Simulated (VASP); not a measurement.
A run of VASP 6.6.1 is set up as follows.

File INCAR:

```
SYSTEM = ScF3
PREC = Accurate
ENCUT = 520
EDIFF = 1E-7
ISMEAR = 0
SIGMA = 0.05
LREAL = .FALSE.
LASPH = .TRUE.
NELM = 80
ALGO = Normal
ISIF = 2
LWAVE = .FALSE.
LCHARG = .FALSE.
NBANDS = 24
```

The input KPOINTS:

```
regular mesh
0
G
  6 6 6
  0 0 0
```

The input POSCAR:

```
ScF3
1.0
    4.0124500000      0.0000000000      0.0000000000
    0.0000000000      4.0124500000      0.0000000000
    0.0000000000      0.0000000000      4.0124500000
Sc F
1 3
Direct
    0.0186918217      0.0000000000      0.0000000000
    0.5000000000      0.0000000000      0.0000000000
    0.0000000000      0.5000000000      0.0000000000
    0.0000000000      0.0000000000      0.5000000000
```

Potentials or basis: VASP PAW LDA potentials, release 64 (Sc_sv, F).

Run with:

```sh
$ cat potpaw_LDA.64/Sc_sv/POTCAR potpaw_LDA.64/F/POTCAR > POTCAR
$ mpirun -np 1 vasp_std > vasp.out
```

Question: What does it give for the pressure?

Answer: -2.0 GPa.

Question: Predict the largest force.

Answer: 0.742 eV/Å.

Question: Predict the band gap on the k mesh.

Answer: 6.19 eV, indirect (least direct gap 6.74 eV).

Forces in eV/Å, atoms in the order of the input:
```
Sc  -0.742  0.000  0.000
F    0.688  0.000  0.000
F    0.027  0.000  0.000
F    0.027  0.000  0.000
```

Caveat: the cell differs from its parent crystal (all Sc atoms moved +0.075 Å, as atom 1 along Cartesian [1 0 0]). A k mesh can miss the band edges.
